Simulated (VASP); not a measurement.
# Mg2S (I4/mcm) in VASP: further runs

Mg2S is run at these levels: PBE; tasks: single point, relaxation of cell and atoms.

All numbers are computed with VASP 6.6.1; they aren't measurements. Logs are shortened: lines on timing, memory, paths and dates and some standing lists are left out, and cuts for length are marked.

## Step 1: The cell of the first run

Symmetry: I4/mcm, No. 140, tetragonal system. Conventional cell: a = 6.575 Å, b = 6.575 Å, c = 5.473 Å, α = 90.00°, β = 90.00°, γ = 90.00°. Within 3.7 Å of Mg (site symmetry m2m) lie 4 S at 2.81 Å and 11 Mg at 3.11 to 3.51 Å. Within 3.6 Å of S (site symmetry 422) lie 2 S at 2.74 Å and 8 Mg at 2.81 Å.

## Step 2: Single point, PBE

The input, INCAR:

```
PREC = Accurate ; ENCUT = 520
EDIFF = 1E-7 ; ISMEAR = 0
SIGMA = 0.1 ; LREAL = False
LASPH = True ; NELM = 100
ALGO = Normal ; ISIF = 2
LWAVE = False ; LCHARG = False
GGA = PE ; NBANDS = 19
```

The input, KPOINTS:

```
Automatic mesh
0
Gamma
  4 4 4
```

The input, POSCAR:

```
Mg2S
1.0
   -3.2875587781      3.2875587781      2.7365677312
    3.2875587781     -3.2875587781      2.7365677312
    3.2875587781      3.2875587781     -2.7365677312
Mg S
4 2
Direct
    0.6670000000      0.1670000000      0.8340000000
    0.1670000000      0.3330000000      0.5000000000
    0.3330000000      0.8330000000      0.1660000000
    0.8330000000      0.6670000000      0.5000000000
    0.2500000000      0.2500000000      0.0000000000
    0.7500000000      0.7500000000      0.0000000000
```

Potentials or basis: VASP PAW PBE potentials, release 64 (Mg, S).

Run with:

```console
cat potpaw_PBE.64/Mg/POTCAR potpaw_PBE.64/S/POTCAR > POTCAR
mpirun -np 1 vasp_std > vasp.out
```

OUTCAR:

```text
PREC = Accurate
   ENCUT = 520
   EDIFF = 1E-7
   ISMEAR = 0
   LREAL = False
   LASPH = True
   NELM = 100
   ISIF = 2
   GGA = PE

 ion  position               nearest neighbor table
   1  0.667  0.167  0.834-   5 2.81   6 2.81   5 2.81   6 2.81   3 3.11   3 3.14   3 3.14   2 3.46
                             4 3.46   4 3.46   2 3.46   4 3.51   2 3.51   2 3.51   4 3.51
   2  0.167  0.333  0.500-   6 2.81   5 2.81   5 2.81   6 2.81   4 3.11   4 3.14   4 3.14   3 3.46
                             1 3.46   3 3.46   1 3.46   3 3.51   1 3.51   1 3.51   3 3.51
   3  0.333  0.833  0.166-   5 2.81   6 2.81   5 2.81   6 2.81   1 3.11   1 3.14   1 3.14   2 3.46
                             4 3.46   4 3.46   2 3.46   4 3.51   2 3.51   2 3.51   4 3.51
   4  0.833  0.667  0.500-   5 2.81   6 2.81   6 2.81   5 2.81   2 3.11   2 3.14   2 3.14   1 3.46
                             1 3.46   3 3.46   3 3.46   3 3.51   1 3.51   1 3.51   3 3.51
   5  0.250  0.250  0.000-   6 2.74   6 2.74   1 2.81   2 2.81   3 2.81   4 2.81   2 2.81   4 2.81
                             1 2.81   3 2.81
   6  0.750  0.750  0.000-   5 2.74   5 2.74   1 2.81   3 2.81   4 2.81   3 2.81   4 2.81   1 2.81
                             2 2.81   2 2.81

  LATTYP: Found a body centered tetragonal cell.
 ALAT       =     6.5751175562
 C/A-ratio  =     0.8324011572

  Lattice vectors:

 A1 = (  -3.2875587781,   3.2875587781,   2.7365677312)
 A2 = (   3.2875587781,  -3.2875587781,   2.7365677312)
 A3 = (   3.2875587781,   3.2875587781,  -2.7365677312)

Analysis of symmetry for initial positions (statically):
=====================================================================
 Subroutine PRICEL returns:
 Original cell was already a primitive cell.

 Routine SETGRP: Setting up the symmetry group for a
 body centered tetragonal supercell.

 Subroutine GETGRP returns: Found 16 space group operations
 (whereof  8 operations were pure point group operations)
 out of a pool of 16 trial point group operations.

The static configuration has the point symmetry C_4h.
 The point group associated with its full space group is D_4h.

Analysis of symmetry for dynamics (positions and initial velocities):
=====================================================================
 Subroutine PRICEL returns:
 Original cell was already a primitive cell.

 Routine SETGRP: Setting up the symmetry group for a
 body centered tetragonal supercell.

 Subroutine GETGRP returns: Found 16 space group operations
 (whereof  8 operations were pure point group operations)
 out of a pool of 16 trial point group operations.

The dynamic configuration has the point symmetry C_4h.
 The point group associated with its full space group is D_4h.

 Subroutine INISYM returns: Found 16 space group operations
 (whereof  8 operations are pure point group operations),
 and found     1 'primitive' translations

----------------------------------------------------------------------------------------

                                     Primitive cell

  volume of cell :     118.3078

  direct lattice vectors                    reciprocal lattice vectors
    -3.287558778  3.287558778  2.736567731     0.000000000  0.152088536  0.182710625
     3.287558778 -3.287558778  2.736567731     0.152088536  0.000000000  0.182710625
     3.287558778  3.287558778 -2.736567731     0.152088536  0.152088536  0.000000000

  length of vectors
     5.394894659  5.394894659  5.394894659     0.237726934  0.237726934  0.215085670

  position of ions in fractional coordinates (direct lattice)
     0.667000000  0.167000000  0.834000000
     0.167000000  0.333000000  0.500000000
     0.333000000  0.833000000  0.166000000
     0.833000000  0.667000000  0.500000000
     0.250000000  0.250000000  0.000000000
     0.750000000  0.750000000  0.000000000

  ion indices of the primitive-cell ions
   primitive index   ion index
                 1           1
                 2           2
                 3           3
                 4           4
                 5           5
                 6           6

----------------------------------------------------------------------------------------

 KPOINTS: Automatic mesh

Automatic generation of k-mesh.
 Grid dimensions read from file:
 generate k-points for:    4    4    4

 Generating k-lattice:

  Cartesian coordinates                     Fractional coordinates (reciprocal lattice)
     0.000000000  0.038022134  0.045677656     0.250000000 -0.000000000  0.000000000
     0.038022134  0.000000000  0.045677656    -0.000000000  0.250000000  0.000000000
     0.038022134  0.038022134  0.000000000     0.000000000  0.000000000  0.250000000

  Length of vectors
     0.059431733  0.059431733  0.053771417

  Shift w.r.t. Gamma in fractional coordinates (k-lattice)
     0.000000000  0.000000000  0.000000000

 Subroutine IBZKPT returns following result:
 ===========================================

 Found     13 irreducible k-points:

 Following reciprocal coordinates:
            Coordinates               Weight
  0.000000  0.000000  0.000000      1.000000
  0.250000  0.000000  0.000000      8.000000
  0.500000  0.000000  0.000000      4.000000
  0.250000  0.250000  0.000000      8.000000
  0.500000  0.250000 -0.000000     16.000000
 -0.250000  0.250000  0.000000      4.000000
  0.500000  0.500000  0.000000      2.000000
  0.250000  0.250000  0.250000      2.000000
 -0.250000  0.250000  0.250000      4.000000
  0.500000  0.500000  0.250000      4.000000
 -0.250000  0.500000  0.250000      8.000000
 -0.250000 -0.250000  0.250000      2.000000
  0.500000  0.500000  0.500000      1.000000
   k-points           NKPTS =     13   k-points in BZ     NKDIM =     13   number of bands    NBANDS=     19
   number of dos      NEDOS =    301   number of ions     NIONS =      6
   total plane-waves  NPLWV =  64000
   dimension x,y,z NGX =    40 NGY =   40 NGZ =   40
   dimension x,y,z NGXF=    80 NGYF=   80 NGZF=   80
   ions per type =               4   2
   NGX,Y,Z   is equivalent  to a cutoff of  12.33, 12.33, 12.33 a.u.
   NGXF,Y,Z  is equivalent  to a cutoff of  24.65, 24.65, 24.65 a.u.
 SYSTEM =  unknown system
   PREC   = accura    normal or accurate (medium, high low for compatibility)
   ISTART =      0    job   : 0-new  1-cont  2-samecut
   ICHARG =      2    charge: 1-file 2-atom 10-const
   ISPIN  =      1    spin polarized calculation?
   LNONCOLLINEAR =      F non collinear calculations
   LSORBIT =      F    spin-orbit coupling
   LASPH  =      T    aspherical Exc in radial PAW
   ENCUT  =  520.0 eV  38.22 Ry    6.18 a.u.  10.03 10.03 10.03*2*pi/ulx,y,z
   NELM   =    100;   NELMIN=  2; NELMDL= -5     # of ELM steps
   EDIFF  = 0.1E-06   stopping-criterion for ELM
   LREAL  =      F    real-space projection
   EDIFFG = 0.1E-05   stopping-criterion for IOM
   NSW    =      0    number of steps for IOM
   IBRION =     -1    ionic relax: 0-MD 1-quasi-New 2-CG
   NFREE  =      0    steps in history (QN), initial steepest desc. (CG)
   ISIF   =      2    stress and relaxation
   ISYM   =      2    0-nonsym 1-usesym 2-fastsym
   POTIM  = 0.5000    time-step for ionic-motion
   TEBEG  =    0.0;   TEEND  =   0.0 temperature during run
   PSTRESS=    0.0 pullay stress
   NELECT =      20.0000    total number of electrons
   NUPDOWN=      -1.0000    fix difference up-down
   EMIN   =  10.00;   EMAX   =-10.00  energy-range for DOS
   EFERMI =   0.00;   METHOD = LEGACY
   ISMEAR =     0;   SIGMA  =   0.10  broadening in eV -4-tet -1-fermi 0-gaus
   EFERMI_NEDOS =   21; number of points for ismear=-14 and -15
   IALGO  =     38    algorithm
   IMIX   =      4    mixing-type and parameters
     AMIX     =   0.40;   BMIX     =  1.00
     AMIX_MAG =   1.60;   BMIX_MAG =  1.00
  volume/ion in A,a.u.               =      19.72       133.06
  Fermi-wavevector in a.u.,A,eV,Ry     =   0.905205  1.710590 11.148568  0.819397
  Thomas-Fermi vector in A             =   2.028745
   LORBIT       =      0    0 simple, 1 ext, 2 COOP (PROOUT), +10 PAW based schemes
   GGA     = PE    functional components
   LHFCALC =     F    Hartree Fock is set to
   AEXX    =    0.0000 exact exchange contribution
   IVDW    =     0    specifies the selected vdW correction
   LEPSILON=     F    determine dielectric tensor
   LRPA    =     F    only Hartree local field effects (RPA)
 non-spin polarized calculation
 Gauss-broadening in eV      SIGMA  =   0.10
  energy-cutoff  :      520.00
  volume of cell :      118.31
 maximum number of plane-waves:      3218
   NGX = 21   NGY = 21   NGZ = 21

 number of electron      20.0000001 magnetization

 Free energy of the ion-electron system (eV)
  ---------------------------------------------------
  ext. energy  EPLUGINS =         0.00000000
  ---------------------------------------------------
  free energy    TOTEN  =       -15.92451751 eV

  energy without entropy =      -15.90288906  energy(sigma->0) =      -15.91370329

 E-fermi :   4.5424     XC(G=0):  -9.2275

 val. band max:        4.5218942927   @ k =  -0.2500   0.2500   0.2500
 cond. band min:       4.6265766279   @ k =   0.5000   0.5000   0.2500
 fundamental gap:      0.1046823352
 Fermi energy:         4.5423795730

 k-point     1 :       0.0000    0.0000    0.0000
  band No.  band energies     occupation
      1     -10.1153      2.00000
      2      -7.5550      2.00000
      3      -1.8325      2.00000
      4      -0.6067      2.00000
      5      -0.6067      2.00000
      6       0.2744      2.00000
[... 11 lines left out ...]
     18       9.0866      0.00000
     19      10.0870      0.00000

 k-point     2 :       0.2500    0.0000    0.0000
  band No.  band energies     occupation
      1      -9.8367      2.00000
      2      -8.0951      2.00000
      3      -1.0256      2.00000
      4      -0.8787      2.00000
      5      -0.6486      2.00000
      6       0.1332      2.00000
[... 234 lines left out ...]
 k-point    13 :       0.5000    0.5000    0.5000
  band No.  band energies     occupation
      1      -9.8567      2.00000
      2      -7.6999      2.00000
      3      -2.2262      2.00000
      4      -1.9786      2.00000
      5      -1.9786      2.00000
      6       1.1157      2.00000
[... 11 lines left out ...]
     18      10.0999      0.00000
     19      10.7273      0.00000

------------------------ aborting loop because EDIFF is reached ----------------------------------------

  FORCE on cell =-STRESS in cart. coord.  units (eV):
  Direction    XX          YY          ZZ          XY          YZ          ZX
  --------------------------------------------------------------------------------------
  -------------------------------------------------------------------------------------
  Total       -3.1331627     -3.1331627      9.0475211      0.0000000      0.0000000      0.0000000
  in kB      -42.4307085    -42.4307085    122.5256290      0.0000000      0.0000000      0.0000000
  external PRESSURE =      12.5547373 kB  Pullay stress =       0.0000000 kB

 VOLUME and BASIS-vectors are now :
 -----------------------------------------------------------------------------
  energy-cutoff  :      520.00
  volume of cell :      118.31
      direct lattice vectors                 reciprocal lattice vectors
    -3.287558778  3.287558778  2.736567731     0.000000000  0.152088536  0.182710625
     3.287558778 -3.287558778  2.736567731     0.152088536  0.000000000  0.182710625
     3.287558778  3.287558778 -2.736567731     0.152088536  0.152088536  0.000000000

 POSITION                                       TOTAL-FORCE (eV/Angst)
 -----------------------------------------------------------------------------------
      1.09804      4.38560      0.00000        -0.233932     -0.233932     -0.000000
      2.18951      1.09804      0.00000         0.233932     -0.233932     -0.000000
      2.18951     -1.09804      2.73657         0.233932      0.233932      0.000000
      1.09804      2.18951      2.73657        -0.233932      0.233932     -0.000000
      0.00000      0.00000      1.36828         0.000000     -0.000000     -0.000000
      0.00000      0.00000      4.10485         0.000000      0.000000     -0.000000
 -----------------------------------------------------------------------------------
    total drift:                               -0.000000     -0.000000      0.000000

  FREE ENERGIE OF THE ION-ELECTRON SYSTEM (eV)
  ---------------------------------------------------
  free  energy   TOTEN  =       -15.9245175080 eV

  energy  without entropy=      -15.9028890627  energy(sigma->0) =      -15.91370329
```

It took 26 s on 1 thread of Intel Xeon Platinum 8488C (Sapphire Rapids), shared host; peak memory 0.24 GiB.

Results:

* Free energy: -15.9245 eV
* Pressure: 1.3 GPa
* Largest force: 0.331 eV/Å
* Band gap on the k mesh: zero (bands 10 and 11 overlap by 1.25 eV)

Forces in eV/Å, atoms in the order of the input:
```
Mg  -0.234 -0.234  0.000
Mg   0.234 -0.234  0.000
Mg   0.234  0.234  0.000
Mg  -0.234  0.234  0.000
S    0.000  0.000  0.000
S    0.000  0.000  0.000
```

Stress tensor (GPa, compression positive):
```
-4.24  0.00  0.00
 0.00 -4.24  0.00
 0.00  0.00 12.25
```

Caveat: the k points lie up to 0.37 Å⁻¹ apart, too coarse for converged energies and pressures of a metal.

[end of part 1 of 2]

The gap in the log of VASP goes by the Fermi energy; the results here count the filled bands.